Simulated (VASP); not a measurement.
# NbIn2S3 (P4mm) in VASP: notebook

The runs below take NbIn2S3 through single point, relaxation of cell and atoms, with PBE.

Program: VASP 6.6.1. These are calculated values, not measurements. Logs are shortened: lines on timing, memory, paths and dates and some standing lists are left out, and cuts for length are marked.

## Step 1: The cell of the first run

The structure is tetragonal, space group P4mm (No. 99). Conventional cell: a = 3.866 Å, b = 3.866 Å, c = 8.208 Å, α = 90.00°, β = 90.00°, γ = 90.00°. Nb (site symmetry 4mm) has 5 In at 2.86 to 2.91 Å and 8 S at 3.40 to 3.62 Å within 3.8 Å. In (site symmetry 4mm) has 4 Nb at 2.86 Å and 5 S at 2.87 to 2.94 Å within 3.8 Å. In (site symmetry 4mm) has 8 S at 2.88 to 2.95 Å and 1 Nb at 2.91 Å within 3.8 Å. S (site symmetry 2mm) has 4 S at 2.73 Å and 4 In at 2.94 to 2.95 Å within 3.6 Å. S (site symmetry 4mm) has 5 In at 2.87 to 2.88 Å and 4 Nb at 3.40 Å and 4 S at 3.67 Å within 3.8 Å.

## Step 2: Single point, PBE, collinear spin, zero start

The input, INCAR:

```
SYSTEM = NbIn2S3
PREC = Accurate
ENCUT = 520
EDIFF = 1E-6
ISMEAR = 0
SIGMA = 0.1
LREAL = .FALSE.
LASPH = .TRUE.
NELM = 150
ALGO = Normal
ISIF = 2
LWAVE = .FALSE.
LCHARG = .TRUE.
ISPIN = 2
MAGMOM = 0 0 0 0 0 0
LORBIT = 11
LMAXMIX = 4
GGA = PE
LELF = .TRUE.
LVHAR = .TRUE.
NBANDS = 42
```

The input, KPOINTS:

```
Automatic mesh
0
G
  4 4 2
  0 0 0
```

The input, POSCAR:

```
NbIn2S3
1.0
    3.8663725600      0.0000000000      0.0000000000
    0.0000000000      3.8663725600      0.0000000000
    0.0000000000      0.0000000000      8.2082558700
Nb In S
1 2 3
Direct
    0.0000000000      0.0000000000      0.6251500200
    0.5000000000      0.5000000000      0.7286009800
    0.0000000000      0.0000000000      0.2702390000
    0.5000000000      0.0000000000      0.9985610200
    0.0000000000      0.5000000000      0.9985610200
    0.5000000000      0.5000000000      0.3788870000
```

Potentials or basis: VASP PAW PBE potentials, release 64 (Nb_sv, In_d, S).

Command:

```
$ cat potpaw_PBE.64/Nb_sv/POTCAR potpaw_PBE.64/In_d/POTCAR potpaw_PBE.64/S/POTCAR > POTCAR
$ mpirun -np 1 vasp_std > vasp.out
```

OUTCAR:

```text
SYSTEM = NbIn2S3
   PREC = Accurate
   ENCUT = 520
   EDIFF = 1E-6
   ISMEAR = 0
   LREAL = .FALSE.
   LASPH = .TRUE.
   NELM = 150
   ISIF = 2
   ISPIN = 2
   LORBIT = 11
   GGA = PE

 ion  position               nearest neighbor table
   1  0.000  0.000  0.625-   2 2.86   2 2.86   2 2.86   2 2.86   3 2.91
   2  0.500  0.500  0.729-   1 2.86   1 2.86   1 2.86   1 2.86   6 2.87   4 2.94   4 2.94   5 2.94
                             5 2.94
   3  0.000  0.000  0.270-   6 2.88   6 2.88   6 2.88   6 2.88   1 2.91   5 2.95   4 2.95   4 2.95
                             5 2.95
   4  0.500  0.000  0.999-   5 2.73   5 2.73   5 2.73   5 2.73   2 2.94   2 2.94   3 2.95   3 2.95

   5  0.000  0.500  0.999-   4 2.73   4 2.73   4 2.73   4 2.73   2 2.94   2 2.94   3 2.95   3 2.95

   6  0.500  0.500  0.379-   2 2.87   3 2.88   3 2.88   3 2.88   3 2.88

  LATTYP: Found a simple tetragonal cell.
 ALAT       =     3.8663725600
 C/A-ratio  =     2.1229862727

  Lattice vectors:

 A1 = (   3.8663725600,   0.0000000000,   0.0000000000)
 A2 = (   0.0000000000,   3.8663725600,   0.0000000000)
 A3 = (   0.0000000000,   0.0000000000,   8.2082558700)

Analysis of symmetry for initial positions (statically):
=====================================================================
 Subroutine PRICEL returns:
 Original cell was already a primitive cell.

 Routine SETGRP: Setting up the symmetry group for a
 simple tetragonal supercell.

 Subroutine GETGRP returns: Found  8 space group operations
 (whereof  8 operations were pure point group operations)
 out of a pool of 16 trial point group operations.

The static configuration has the point symmetry C_4v.

Analysis of symmetry for dynamics (positions and initial velocities):
=====================================================================
 Subroutine PRICEL returns:
 Original cell was already a primitive cell.

 Routine SETGRP: Setting up the symmetry group for a
 simple tetragonal supercell.

 Subroutine GETGRP returns: Found  8 space group operations
 (whereof  8 operations were pure point group operations)
 out of a pool of 16 trial point group operations.

The dynamic configuration has the point symmetry C_4v.

Analysis of structural, dynamic, and magnetic symmetry:
=====================================================================
 Subroutine PRICEL returns:
 Original cell was already a primitive cell.

 Routine SETGRP: Setting up the symmetry group for a
 simple tetragonal supercell.

 Subroutine GETGRP returns: Found  8 space group operations
 (whereof  8 operations were pure point group operations)
 out of a pool of 16 trial point group operations.

The overall configuration has the point symmetry C_4v.

 Subroutine INISYM returns: Found  8 space group operations
 (whereof  8 operations are pure point group operations),
 and found     1 'primitive' translations

----------------------------------------------------------------------------------------

                                     Primitive cell

  volume of cell :     122.7039

  direct lattice vectors                    reciprocal lattice vectors
     3.866372560  0.000000000  0.000000000     0.258640362  0.000000000  0.000000000
     0.000000000  3.866372560  0.000000000     0.000000000  0.258640362  0.000000000
     0.000000000  0.000000000  8.208255870     0.000000000  0.000000000  0.121828561

  length of vectors
     3.866372560  3.866372560  8.208255870     0.258640362  0.258640362  0.121828561

  position of ions in fractional coordinates (direct lattice)
     0.000000000  0.000000000  0.625150020
     0.500000000  0.500000000  0.728600980
     0.000000000  0.000000000  0.270239000
     0.500000000  0.000000000  0.998561020
     0.000000000  0.500000000  0.998561020
     0.500000000  0.500000000  0.378887000

  ion indices of the primitive-cell ions
   primitive index   ion index
                 1           1
                 2           2
                 3           3
                 4           4
                 5           5
                 6           6

----------------------------------------------------------------------------------------

 KPOINTS: Automatic mesh

Automatic generation of k-mesh.
 Grid dimensions read from file:
 generate k-points for:    4    4    2

 Generating k-lattice:

  Cartesian coordinates                     Fractional coordinates (reciprocal lattice)
     0.064660091  0.000000000  0.000000000     0.250000000  0.000000000  0.000000000
     0.000000000  0.064660091  0.000000000     0.000000000  0.250000000  0.000000000
     0.000000000  0.000000000  0.060914280     0.000000000  0.000000000  0.500000000

  Length of vectors
     0.064660091  0.064660091  0.060914280

  Shift w.r.t. Gamma in fractional coordinates (k-lattice)
     0.000000000  0.000000000  0.000000000

 Subroutine IBZKPT returns following result:
 ===========================================

 Found     12 irreducible k-points:

 Following reciprocal coordinates:
            Coordinates               Weight
  0.000000  0.000000  0.000000      1.000000
  0.250000  0.000000  0.000000      4.000000
  0.500000  0.000000  0.000000      2.000000
  0.250000  0.250000  0.000000      4.000000
  0.500000  0.250000  0.000000      4.000000
  0.500000  0.500000  0.000000      1.000000
  0.000000  0.000000  0.500000      1.000000
  0.250000  0.000000  0.500000      4.000000
  0.500000  0.000000  0.500000      2.000000
  0.250000  0.250000  0.500000      4.000000
  0.500000  0.250000  0.500000      4.000000
  0.500000  0.500000  0.500000      1.000000
   k-points           NKPTS =     12   k-points in BZ     NKDIM =     12   number of bands    NBANDS=     42
   number of dos      NEDOS =    301   number of ions     NIONS =      6
   total plane-waves  NPLWV =  57600
   dimension x,y,z NGX =    30 NGY =   30 NGZ =   64
   dimension x,y,z NGXF=    60 NGYF=   60 NGZF=  128
   ions per type =               1   2   3
   NGX,Y,Z   is equivalent  to a cutoff of  12.90, 12.90, 12.96 a.u.
   NGXF,Y,Z  is equivalent  to a cutoff of  25.80, 25.80, 25.92 a.u.
 SYSTEM =  NbIn2S3
   PREC   = accura    normal or accurate (medium, high low for compatibility)
   ISTART =      0    job   : 0-new  1-cont  2-samecut
   ICHARG =      2    charge: 1-file 2-atom 10-const
   ISPIN  =      2    spin polarized calculation?
   LNONCOLLINEAR =      F non collinear calculations
   LSORBIT =      F    spin-orbit coupling
   LASPH  =      T    aspherical Exc in radial PAW
   ENCUT  =  520.0 eV  38.22 Ry    6.18 a.u.   7.19  7.19 15.26*2*pi/ulx,y,z
   NELM   =    150;   NELMIN=  2; NELMDL= -5     # of ELM steps
   EDIFF  = 0.1E-05   stopping-criterion for ELM
   LREAL  =      F    real-space projection
   EDIFFG = 0.1E-04   stopping-criterion for IOM
   NSW    =      0    number of steps for IOM
   IBRION =     -1    ionic relax: 0-MD 1-quasi-New 2-CG
   NFREE  =      0    steps in history (QN), initial steepest desc. (CG)
   ISIF   =      2    stress and relaxation
   ISYM   =      2    0-nonsym 1-usesym 2-fastsym
   POTIM  = 0.5000    time-step for ionic-motion
   TEBEG  =    0.0;   TEEND  =   0.0 temperature during run
   PSTRESS=    0.0 pullay stress
   NELECT =      57.0000    total number of electrons
   NUPDOWN=      -1.0000    fix difference up-down
   EMIN   =  10.00;   EMAX   =-10.00  energy-range for DOS
   EFERMI =   0.00;   METHOD = LEGACY
   ISMEAR =     0;   SIGMA  =   0.10  broadening in eV -4-tet -1-fermi 0-gaus
   EFERMI_NEDOS =   21; number of points for ismear=-14 and -15
   IALGO  =     38    algorithm
   IMIX   =      4    mixing-type and parameters
     AMIX     =   0.40;   BMIX     =  1.00
     AMIX_MAG =   1.60;   BMIX_MAG =  1.00
  volume/ion in A,a.u.               =      20.45       138.01
  Fermi-wavevector in a.u.,A,eV,Ry     =   1.267886  2.395958 21.871855  1.607536
  Thomas-Fermi vector in A             =   2.401011
   LORBIT       =     11    0 simple, 1 ext, 2 COOP (PROOUT), +10 PAW based schemes
   GGA     = PE    functional components
   LHFCALC =     F    Hartree Fock is set to
   AEXX    =    0.0000 exact exchange contribution
   IVDW    =     0    specifies the selected vdW correction
   LEPSILON=     F    determine dielectric tensor
   LRPA    =     F    only Hartree local field effects (RPA)
 spin polarized calculation
 Gauss-broadening in eV      SIGMA  =   0.10
  energy-cutoff  :      520.00
  volume of cell :      122.70
 maximum number of plane-waves:      3332
 NGX is ok and might be reduce to    30
   NGX = 15   NGY = 15   NGZ = 31

 number of electron      56.9999984 magnetization      -0.0005684

 number of electron      56.9999984 magnetization       0.0014909

 Free energy of the ion-electron system (eV)
  ---------------------------------------------------
  ext. energy  EPLUGINS =         0.00000000
  ---------------------------------------------------
  free energy    TOTEN  =       -24.68297790 eV

  energy without entropy =      -24.65198202  energy(sigma->0) =      -24.66747996

 E-fermi :   7.5936     XC(G=0): -10.6968

 val. band max:        7.5581578675   @ k =   0.5000   0.5000   0.5000
 cond. band min:       7.5954752853   @ k =   0.5000   0.2500   0.0000
 fundamental gap:      0.0373174178
 Fermi energy:         7.5936166732

 spin component 1

 k-point     1 :       0.0000    0.0000    0.0000
  band No.  band energies     occupation
      1     -47.7500      1.00000
      2     -24.0337      1.00000
      3     -23.6800      1.00000
      4     -23.6800      1.00000
      5      -7.4578      1.00000
      6      -6.9637      1.00000
[... 32 lines left out ...]
     39      14.2557      0.00000
     40      14.2557      0.00000

 k-point     2 :       0.2500    0.0000    0.0000
  band No.  band energies     occupation
      1     -47.7489      1.00000
      2     -24.0312      1.00000
      3     -23.7049      1.00000
      4     -23.6796      1.00000
      5      -7.1533      1.00000
      6      -6.9024      1.00000
[... 419 lines left out ...]
     39      13.9782      0.00000
     40      14.1562      0.00000

 k-point    12 :       0.5000    0.5000    0.5000
  band No.  band energies     occupation
      1     -47.7460      1.00000
      2     -24.0257      1.00000
      3     -23.7220      1.00000
      4     -23.7220      1.00000
      5      -7.1263      1.00000
      6      -6.9435      1.00000
[... 32 lines left out ...]
     39      13.7940      0.00000
     40      14.3774      0.00000
 Fermi energy:         7.5936166732

 spin component 2

 k-point     1 :       0.0000    0.0000    0.0000
  band No.  band energies     occupation
      1     -47.7494      1.00000
      2     -24.0331      1.00000
      3     -23.6794      1.00000
      4     -23.6794      1.00000
      5      -7.4577      1.00000
      6      -6.9637      1.00000
[... 32 lines left out ...]
     39      14.2558      0.00000
     40      14.2558      0.00000

 k-point     2 :       0.2500    0.0000    0.0000
  band No.  band energies     occupation
      1     -47.7483      1.00000
      2     -24.0306      1.00000
      3     -23.7043      1.00000
      4     -23.6790      1.00000
      5      -7.1532      1.00000
      6      -6.9024      1.00000
[... 419 lines left out ...]
     39      13.9787      0.00000
     40      14.1564      0.00000

 k-point    12 :       0.5000    0.5000    0.5000
  band No.  band energies     occupation
      1     -47.7454      1.00000
      2     -24.0252      1.00000
      3     -23.7214      1.00000
      4     -23.7214      1.00000
      5      -7.1263      1.00000
      6      -6.9435      1.00000
[... 32 lines left out ...]
     39      13.7940      0.00000
     40      14.3777      0.00000
 [bands above 40 left out]

------------------------ aborting loop because EDIFF is reached ----------------------------------------

  FORCE on cell =-STRESS in cart. coord.  units (eV):
  Direction    XX          YY          ZZ          XY          YZ          ZX
  --------------------------------------------------------------------------------------
  -------------------------------------------------------------------------------------
  Total       -0.9484824     -0.9484824      2.8947905      0.0000000      0.0000000      0.0000000
  in kB      -12.3845884    -12.3845884     37.7980530      0.0000000      0.0000000      0.0000000
  external PRESSURE =       4.3429587 kB  Pullay stress =       0.0000000 kB

 VOLUME and BASIS-vectors are now :
 -----------------------------------------------------------------------------
  energy-cutoff  :      520.00
  volume of cell :      122.70
      direct lattice vectors                 reciprocal lattice vectors
     3.866372560  0.000000000  0.000000000     0.258640362  0.000000000  0.000000000
     0.000000000  3.866372560  0.000000000     0.000000000  0.258640362  0.000000000
     0.000000000  0.000000000  8.208255870     0.000000000  0.000000000  0.121828561

 POSITION                                       TOTAL-FORCE (eV/Angst)
 -----------------------------------------------------------------------------------
      0.00000      0.00000      5.13139         0.000000      0.000000     -1.388189
      1.93319      1.93319      5.98054        -0.000000     -0.000000     -0.104340
      0.00000      0.00000      2.21819         0.000000      0.000000     -0.674207
      1.93319      0.00000      8.19644         0.000000      0.000000      0.579419
      0.00000      1.93319      8.19644         0.000000      0.000000      0.579419
      1.93319      1.93319      3.11000         0.000000      0.000000      1.007899
 -----------------------------------------------------------------------------------
    total drift:                                0.000000     -0.000000      0.001105

  FREE ENERGIE OF THE ION-ELECTRON SYSTEM (eV)
  ---------------------------------------------------
  free  energy   TOTEN  =       -24.6829778963 eV

  energy  without entropy=      -24.6519820171  energy(sigma->0) =      -24.66747996

 total charge

# of ion       s       p       d       tot
------------------------------------------
    1        2.132   5.934   2.487  10.553
    2        0.945   0.693   9.885  11.523
    3        0.903   0.474   9.898  11.274
    4        1.420   2.147   0.000   3.567
    5        1.420   2.147   0.000   3.567
    6        1.386   2.231   0.000   3.617
--------------------------------------------------
tot          8.206  13.624  22.270  44.101

 magnetization (x)

# of ion       s       p       d       tot
------------------------------------------
    1        0.000   0.000   0.001   0.001
    2       -0.000   0.000   0.000   0.000
    3       -0.000  -0.000   0.000  -0.000
    4        0.000   0.000   0.000   0.000
    5        0.000   0.000   0.000   0.000
    6        0.000  -0.000   0.000  -0.000
--------------------------------------------------
tot         -0.000   0.000   0.001   0.001
```

It took 66 s on 1 thread of Intel Xeon 6975P-C (Granite Rapids), shared host; peak memory 0.31 GiB.

Results:

```
Free energy                                           : -24.6830 eV
Pressure                                              : 0.4 GPa
Largest force                                         : 1.388 eV/Å
Net moment                                            : 0.00 μB per cell
Valence electrons inside the program's atomic spheres : Nb 10.55; In 11.52, 11.27; S 3.57, 3.62
```

Forces in eV/Å, atoms in the order of the input:
```
Nb   0.000  0.000 -1.388
In   0.000  0.000 -0.104
In   0.000  0.000 -0.674
S    0.000  0.000  0.579
S    0.000  0.000  0.579
S    0.000  0.000  1.008
```

Caveat: the k points lie up to 0.41 Å⁻¹ apart; spin-orbit coupling is left out, which moves the levels of the heavy elements; forces of over 1 eV/Å act on the atoms, so gaps and moduli don't describe the material at rest.

[end of part 1 of 3]
